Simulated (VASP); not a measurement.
# Cr (P6_3/mmc) in VASP: further runs

The runs below take Cr through single point, with RPBE.

All numbers are computed with VASP 6.6.1; they aren't measurements. Logs are shortened: lines on timing, memory, paths and dates and some standing lists are left out, and cuts for length are marked.

## (1) The cell of the first run

It takes space group P6_3/mmc (No. 194, hexagonal). The conventional cell has a = 2.536 Å, b = 2.536 Å, c = 4.548 Å, α = 90.00°, β = 90.00°, γ = 120.00°. Cr (site symmetry -6m2) has 12 Cr at 2.54 to 2.70 Å within 3.3 Å.

This isn't the form of Cr at room conditions, which is bcc.

## (2) Single point, RPBE, collinear spin, antiferromagnetic start (12.66 Å³/atom)

File INCAR:

```
SYSTEM = Cr
PREC     = Accurate       ! precision mode
ENCUT    = 520            ! plane-wave cutoff, eV
EDIFF    = 1E-6           ! SCF threshold, eV
ISMEAR   = -1             ! smearing method
SIGMA    = 0.05           ! smearing width, eV
LREAL    = .FALSE.        ! projectors in reciprocal space
LASPH    = .TRUE.         ! aspherical terms in the spheres
NELM     = 150            ! most SCF steps
ALGO     = Normal         ! electronic algorithm
ISIF     = 2              ! what is computed and relaxed
LWAVE    = .FALSE.        ! write WAVECAR
LCHARG   = .TRUE.         ! write CHGCAR
ISPIN    = 2              ! spin polarisation
MAGMOM   = 1.5 -1.5       ! initial moments
LORBIT   = 11             ! projections on sites
LMAXMIX  = 4              ! l up to which the mixer works
GGA      = RP             ! functional
LELF     = .TRUE.         ! ELF
LVHAR    = .TRUE.       
NBANDS   = 23             ! bands
```

File KPOINTS:

```
regular mesh
0
G
  16 16 8
  0 0 0
```

File POSCAR:

```
Cr
1.0
    2.5358138275      0.0000000000      0.0000000000
   -1.2679069137      2.1960791939      0.0000000000
    0.0000000000      0.0000000000      4.5480604595
Cr
2
Direct
    0.3333333333      0.6666666667      0.2500000000
    0.6666666667      0.3333333333      0.7500000000
```

Potentials or basis: VASP PAW PBE potentials, release 64 (Cr_pv).

The run is started by

```sh
> cat potpaw_PBE.64/Cr_pv/POTCAR > POTCAR
> mpirun -np 1 vasp_std > vasp.out
```

OUTCAR:

```text
SYSTEM = Cr
   PREC = Accurate
   ENCUT = 520
   EDIFF = 1E-6
   ISMEAR = -1
   LREAL = .FALSE.
   LASPH = .TRUE.
   NELM = 150
   ISIF = 2
   ISPIN = 2
   LORBIT = 11
   GGA = RP

 ion  position               nearest neighbor table
   1  0.333  0.667  0.250-   2 2.70   2 2.70   2 2.70   2 2.70   2 2.70   2 2.70
   2  0.667  0.333  0.750-   1 2.70   1 2.70   1 2.70   1 2.70   1 2.70   1 2.70

  LATTYP: Found a hexagonal cell.
 ALAT       =     2.5358138275
 C/A-ratio  =     1.7935309013

  Lattice vectors:

 A1 = (   2.5358138275,   0.0000000000,   0.0000000000)
 A2 = (  -1.2679069137,   2.1960791939,   0.0000000000)
 A3 = (   0.0000000000,   0.0000000000,   4.5480604595)

Analysis of symmetry for initial positions (statically):
=====================================================================
 Subroutine PRICEL returns:
 Original cell was already a primitive cell.

 Routine SETGRP: Setting up the symmetry group for a
 hexagonal supercell.

 Subroutine GETGRP returns: Found 24 space group operations
 (whereof 12 operations were pure point group operations)
 out of a pool of 24 trial point group operations.

The static configuration has the point symmetry D_3d.
 The point group associated with its full space group is D_6h.

Analysis of symmetry for dynamics (positions and initial velocities):
=====================================================================
 Subroutine PRICEL returns:
 Original cell was already a primitive cell.

 Routine SETGRP: Setting up the symmetry group for a
 hexagonal supercell.

 Subroutine GETGRP returns: Found 24 space group operations
 (whereof 12 operations were pure point group operations)
 out of a pool of 24 trial point group operations.

The dynamic configuration has the point symmetry D_3d.
 The point group associated with its full space group is D_6h.

Analysis of structural, dynamic, and magnetic symmetry:
=====================================================================
 Subroutine PRICEL returns:
 Original cell was already a primitive cell.

 Routine SETGRP: Setting up the symmetry group for a
 hexagonal supercell.

 Subroutine GETGRP returns: Found 24 space group operations
 (whereof 12 operations were pure point group operations)
 out of a pool of 24 trial point group operations.

The overall configuration has the point symmetry D_3d.
 The point group associated with its full space group is D_6h.

 Subroutine INISYM returns: Found 24 space group operations
[... 117 lines left out ...]
     AMIX_MAG =   1.60;   BMIX_MAG =  1.00
  volume/ion in A,a.u.               =      12.66        85.46
  Fermi-wavevector in a.u.,A,eV,Ry     =   1.607983  3.038647 35.179339  2.585608
  Thomas-Fermi vector in A             =   2.703925
   LORBIT       =     11    0 simple, 1 ext, 2 COOP (PROOUT), +10 PAW based schemes
   GGA     = RP    functional components
   LHFCALC =     F    Hartree Fock is set to
   AEXX    =    0.0000 exact exchange contribution
   IVDW    =     0    specifies the selected vdW correction
   LEPSILON=     F    determine dielectric tensor
   LRPA    =     F    only Hartree local field effects (RPA)
 spin polarized calculation
  energy-cutoff  :      520.00
  volume of cell :       25.33
 maximum number of plane-waves:       695
 NGX is ok and might be reduce to    20
   NGX =  9   NGY =  9   NGZ = 17

 number of electron      23.9999982 magnetization      -0.0000000

 number of electron      23.9999982 magnetization       0.0000000

 Free energy of the ion-electron system (eV)
  ---------------------------------------------------
  ext. energy  EPLUGINS =         0.00000000
  ---------------------------------------------------
  free energy    TOTEN  =       -17.16527384 eV

  energy without entropy =      -17.13563373  energy(sigma->0) =      -17.15045378

 E-fermi :   9.6819     XC(G=0): -13.0086

 val. band max:        9.6813277024   @ k =   0.3125   0.1250   0.1250
 cond. band min:       9.6864875883   @ k =   0.3750   0.1250   0.1250
 fundamental gap:      0.0051598859
 Fermi energy:         9.6818562011

 spin component 1

 k-point     1 :       0.0000    0.0000    0.0000
  band No.  band energies     occupation
      1     -33.6038      1.00000
      2     -33.0725      1.00000
      3     -32.9137      1.00000
      4     -32.9137      1.00000
      5     -32.8625      1.00000
      6     -32.8625      1.00000
[... 613 lines left out ...]
     22      21.1532      0.00000
     23      22.4385      0.00000

 [... further k-points ...]

 spin component 2

 k-point     1 :       0.0000    0.0000    0.0000
  band No.  band energies     occupation
      1     -33.6038      1.00000
      2     -33.0725      1.00000
      3     -32.9137      1.00000
      4     -32.9137      1.00000
      5     -32.8625      1.00000
      6     -32.8625      1.00000
[... 613 lines left out ...]
     22      21.1532      0.00000
     23      22.4385      0.00000

 [... further k-points ...]

------------------------ aborting loop because EDIFF is reached ----------------------------------------

  FORCE on cell =-STRESS in cart. coord.  units (eV):
  Direction    XX          YY          ZZ          XY          YZ          ZX
  --------------------------------------------------------------------------------------
  -------------------------------------------------------------------------------------
  Total       -1.3672821     -1.3672821     -1.2008827     -0.0000000      0.0000000      0.0000000
  in kB      -86.4922370    -86.4922370    -75.9660567     -0.0000000      0.0000000      0.0000000
  external PRESSURE =     -82.9835102 kB  Pullay stress =       0.0000000 kB

 VOLUME and BASIS-vectors are now :
 -----------------------------------------------------------------------------
  energy-cutoff  :      520.00
  volume of cell :       25.33
      direct lattice vectors                 reciprocal lattice vectors
     2.535813828  0.000000000  0.000000000     0.394350717  0.227678492  0.000000000
    -1.267906914  2.196079194  0.000000000     0.000000000  0.455356985  0.000000000
     0.000000000  0.000000000  4.548060460     0.000000000  0.000000000  0.219873946

 POSITION                                       TOTAL-FORCE (eV/Angst)
 -----------------------------------------------------------------------------------
     -0.00000      1.46405      1.13702         0.000000     -0.000000      0.000000
      1.26791      0.73203      3.41105        -0.000000      0.000000      0.000000
 -----------------------------------------------------------------------------------
    total drift:                                0.000000     -0.000000      0.000000

  FREE ENERGIE OF THE ION-ELECTRON SYSTEM (eV)
  ---------------------------------------------------
  free  energy   TOTEN  =       -17.1652738401 eV

  energy  without entropy=      -17.1356337251  energy(sigma->0) =      -17.15045378

 total charge

# of ion       s       p       d       tot
------------------------------------------
    1        0.434   6.338   4.136  10.908
    2        0.434   6.338   4.136  10.908
--------------------------------------------------
tot          0.868  12.676   8.272  21.817

 magnetization (x)

# of ion       s       p       d       tot
------------------------------------------
    1       -0.000   0.000   0.000   0.000
    2        0.000  -0.000  -0.000  -0.000
--------------------------------------------------
tot          0.000   0.000   0.000   0.000
```

OSZICAR:

```text
N       E                     dE             d eps       ncg     rms          rms(c)
DAV:   1     0.243192613891E+03    0.24319E+03   -0.13957E+04 13848   0.130E+03
DAV:   2    -0.118543846631E+02   -0.25505E+03   -0.24637E+03 14080   0.378E+02
DAV:   3    -0.198208621838E+02   -0.79665E+01   -0.79146E+01 17300   0.793E+01
DAV:   4    -0.198944004103E+02   -0.73538E-01   -0.73449E-01 15179   0.763E+00
DAV:   5    -0.198953785488E+02   -0.97814E-03   -0.97789E-03 14886   0.835E-01    0.174E+01
DAV:   6    -0.170807018062E+02    0.28147E+01   -0.11519E+01 15263   0.373E+01    0.433E+00
DAV:   7    -0.171516662005E+02   -0.70964E-01   -0.50456E-01 15431   0.620E+00    0.245E+00
DAV:   8    -0.171562993791E+02   -0.46332E-02   -0.30266E-02 15956   0.126E+00    0.122E+00
DAV:   9    -0.171629893347E+02   -0.66900E-02   -0.13985E-01 17136   0.201E+00    0.312E-01
DAV:  10    -0.171645705623E+02   -0.15812E-02   -0.10371E-02 15431   0.589E-01    0.183E-01
DAV:  11    -0.171649837442E+02   -0.41318E-03   -0.20419E-03 15680   0.255E-01    0.993E-02
DAV:  12    -0.171652196145E+02   -0.23587E-03   -0.19026E-03 19207   0.256E-01    0.403E-02
DAV:  13    -0.171652634444E+02   -0.43830E-04   -0.59054E-04 16168   0.136E-01    0.188E-02
DAV:  14    -0.171652707182E+02   -0.72738E-05   -0.12152E-04 16354   0.677E-02    0.648E-03
DAV:  15    -0.171652728104E+02   -0.20921E-05   -0.60047E-06 14502   0.243E-02    0.354E-03
DAV:  16    -0.171652738279E+02   -0.10175E-05   -0.17392E-06  7740   0.808E-03    0.186E-03
DAV:  17    -0.171652738401E+02   -0.12181E-07   -0.39973E-07  7208   0.441E-03
   1 F= -.17165274E+02 E0= -.17150454E+02  d E =-.296401E-01  mag=     0.0000
```

Run time: 96 s. Hardware: 1 thread of Intel Xeon 6975P-C (Granite Rapids), shared host; peak memory 0.23 GiB.

Results:

- Free energy: -17.1653 eV
- Pressure: -8.3 GPa
- Band gap on the k mesh: zero (filled and empty bands overlap)
- Net moment: 0.00 μB per cell
- Valence electrons inside the program's atomic spheres: Cr 10.91

Stress tensor (GPa, compression positive):
```
-8.65  0.00  0.00
 0.00 -8.65  0.00
 0.00  0.00 -7.60
```

Caveat: the cell stands under tension; the PAW data sets were made with another functional, which shifts forces and pressure a little.

## (3) Single point, RPBE, collinear spin, antiferromagnetic start (13.15 Å³/atom)

This run uses another cell than the first one, of 13.15 Å³/atom.

File INCAR:

```
SYSTEM = Cr
ALGO = Normal ; EDIFF = 1E-6
ENCUT = 520 ; GGA = RP
ISIF = 2 ; ISMEAR = -1
ISPIN = 2 ; LASPH = .True.
LCHARG = .False. ; LMAXMIX = 4
LORBIT = 11 ; LREAL = .False.
LWAVE = .False. ; MAGMOM = 1.5 -1.5
NBANDS = 23 ; NELM = 150
PREC = Accurate ; SIGMA = 0.05
```

File KPOINTS:

```
k-points
0
Gamma
  16 16 8
  0 0 0
```

File POSCAR:

```
Cr
1.0
    2.5679161446      0.0000000000      0.0000000000
   -1.2839580723      2.2238806160      0.0000000000
    0.0000000000      0.0000000000      4.6056369573
Cr
2
Direct
    0.3333333333      0.6666666667      0.2500000000
    0.6666666667      0.3333333333      0.7500000000
```

Potentials or basis: VASP PAW PBE potentials, release 64 (Cr_pv).

The run is started by

```sh
> cat potpaw_PBE.64/Cr_pv/POTCAR > POTCAR
> mpirun -np 1 vasp_std > vasp.out
```

It took 1.7 min on 1 thread of Intel Xeon 6975P-C (Granite Rapids), shared host; peak memory 0.24 GiB.

Results (log left out):

```
Free energy                                           : -17.0951 eV
Pressure                                              : -14.7 GPa
Band gap on the k mesh                                : zero (filled and empty bands overlap)
Net moment                                            : 0.00 μB per cell
Valence electrons inside the program's atomic spheres : Cr 10.84
```

Stress tensor (GPa, compression positive):
```
-15.39   0.00   0.00
  0.00 -15.39   0.00
  0.00   0.00 -13.44
```

Levels at points of the mesh, in eV from the Fermi level:
Spin up:
| k point | band 9 | band 10 | band 11 | band 12 | band 13 | band 14 | band 15 | band 16 |
| --- | --- | --- | --- | --- | --- | --- | --- | --- |
| (0.00, 0.00, 0.00) | -1.07 | -0.36 | -0.28 | -0.28 | 0.00 | 0.00 | 0.96 | 0.96 |
| (0.50, 0.00, 0.00) | -2.93 | -0.81 | -0.62 | -0.28 | -0.08 | 1.99 | 2.46 | 2.56 |
| (0.00, 0.00, 0.50) | -1.43 | -1.43 | -0.26 | -0.26 | -0.26 | -0.26 | 1.57 | 1.57 |
| (0.50, 0.00, 0.50) | -2.14 | -2.14 | 0.84 | 0.84 | 1.09 | 1.09 | 2.51 | 2.51 |
Spin down:
| k point | band 9 | band 10 | band 11 | band 12 | band 13 | band 14 | band 15 | band 16 |
| --- | --- | --- | --- | --- | --- | --- | --- | --- |
| (0.00, 0.00, 0.00) | -1.07 | -0.36 | -0.28 | -0.28 | 0.00 | 0.00 | 0.96 | 0.96 |
| (0.50, 0.00, 0.00) | -2.93 | -0.81 | -0.62 | -0.28 | -0.08 | 1.99 | 2.46 | 2.56 |
| (0.00, 0.00, 0.50) | -1.43 | -1.43 | -0.26 | -0.26 | -0.26 | -0.26 | 1.57 | 1.57 |
| (0.50, 0.00, 0.50) | -2.14 | -2.14 | 0.84 | 0.84 | 1.09 | 1.09 | 2.51 | 2.51 |

Caveat: the cell stands under tension; the PAW data sets were made with another functional, which shifts forces and pressure a little.

## (4) Single point, RPBE, collinear spin, antiferromagnetic start (13.64 Å³/atom)

This run uses another cell than the first one, of 13.64 Å³/atom.

File INCAR:

```
  ALGO = Normal
  EDIFF = 1E-6
  ENCUT = 520
  GGA = RP
  ISIF = 2
  ISMEAR = -1
  ISPIN = 2
  LASPH = T
  LCHARG = T
  LELF = T
  LMAXMIX = 4
  LORBIT = 11
  LREAL = F
  LVHAR = T
  LWAVE = F
  MAGMOM = 1.5 -1.5
  NBANDS = 23
  NELM = 150
  PREC = Accurate
  SIGMA = 0.05
```

File KPOINTS:

```
k-points
0
Gamma
  16 16 8
```

File POSCAR:

```
Cr
1.0
    2.5992352818      0.0000000000      0.0000000000
   -1.2996176409      2.2510037845      0.0000000000
    0.0000000000      0.0000000000      4.6618087977
Cr
2
Direct
    0.3333333333      0.6666666667      0.2500000000
    0.6666666667      0.3333333333      0.7500000000
```

The run is started by

```sh
> cat potpaw_PBE.64/Cr_pv/POTCAR > POTCAR
> mpirun -np 1 vasp_std > vasp.out
```

Run time: 1.7 min. Hardware: 1 thread of Intel Xeon 6975P-C (Granite Rapids), shared host; peak memory 0.23 GiB.

It converged, with:

* Free energy: -16.9895 eV
* Pressure: -19.9 GPa
* Band gap on the k mesh: zero (filled and empty bands overlap)
* Net moment: 0.00 μB per cell
* Valence electrons inside the program's atomic spheres: Cr 10.78

Stress tensor (GPa, compression positive):
```
-20.84   0.00   0.00
  0.00 -20.84   0.00
  0.00   0.00 -18.16
```

Levels at points of the mesh, in eV from the Fermi level:
Spin up:
```tsv
k point	band 9	band 10	band 11	band 12	band 13	band 14	band 15	band 16
(0.00, 0.00, 0.00)	-1.02	-0.37	-0.26	-0.26	0.00	0.00	0.91	0.91
(0.50, 0.00, 0.00)	-2.78	-0.76	-0.61	-0.27	-0.07	1.89	2.33	2.43
(0.00, 0.00, 0.50)	-1.36	-1.36	-0.24	-0.24	-0.24	-0.24	1.49	1.49
(0.50, 0.00, 0.50)	-2.03	-2.03	0.81	0.81	1.03	1.03	2.39	2.39
```
Spin down:
```tsv
k point	band 8	band 9	band 10	band 11	band 12	band 13	band 14	band 15	band 16	band 17
(0.00, 0.00, 0.00)	-3.61	-1.02	-0.37	-0.26	-0.26	0.00	0.00	0.91	0.91	1.81
(0.50, 0.00, 0.00)	-3.01	-2.78	-0.76	-0.61	-0.27	-0.07	1.89	2.33	2.43	3.38
(0.00, 0.00, 0.50)	-5.32	-1.36	-1.36	-0.24	-0.24	-0.24	-0.24	1.49	1.49	1.49
(0.50, 0.00, 0.50)	-3.31	-2.03	-2.03	0.81	0.81	1.03	1.03	2.39	2.39	2.86
```

Caveat: the cell stands under tension; the PAW data sets were made with another functional, which shifts forces and pressure a little.
